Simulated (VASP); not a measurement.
Crystal: C.

```xyz
2
Lattice="0.0000 2.1270 3.3480 1.2280 0.0000 3.3480 1.2280 2.1270 0.0000" Properties=species:S:1:pos:R:3 pbc="T T T"
C     1.2280    0.7090    3.3480
C     1.2280    3.5450    3.3480
```

Base run:

* Program: VASP 6.6.1
* Functional: r2SCAN
* Potentials or basis: VASP PAW PBE potentials, release 64 (C)
* Cutoff: 520 eV
* k mesh: 11 × 11 × 11
* Occupations: methfessel-paxton, width 0.1 eV
* Spin: no spin polarisation

Its results: band gap on the k mesh 0.73 eV, indirect (least direct gap 0.88 eV); pressure 1.1 GPa; largest force 0.034 eV/Å.

The run is repeated on the same cell with these changes: k mesh from 11 × 11 × 11 to 13 × 13 × 13; occupations from methfessel-paxton, width 0.1 eV to methfessel-paxton, width 0.079 eV. What comes out?

Band gap on the k mesh 0.49 eV, indirect (least direct gap 0.57 eV); pressure 1.1 GPa; largest force 0.023 eV/Å.

Caveats: the PAW data sets were made with another functional, which shifts forces and pressure a little.

A k mesh can miss the band edges.
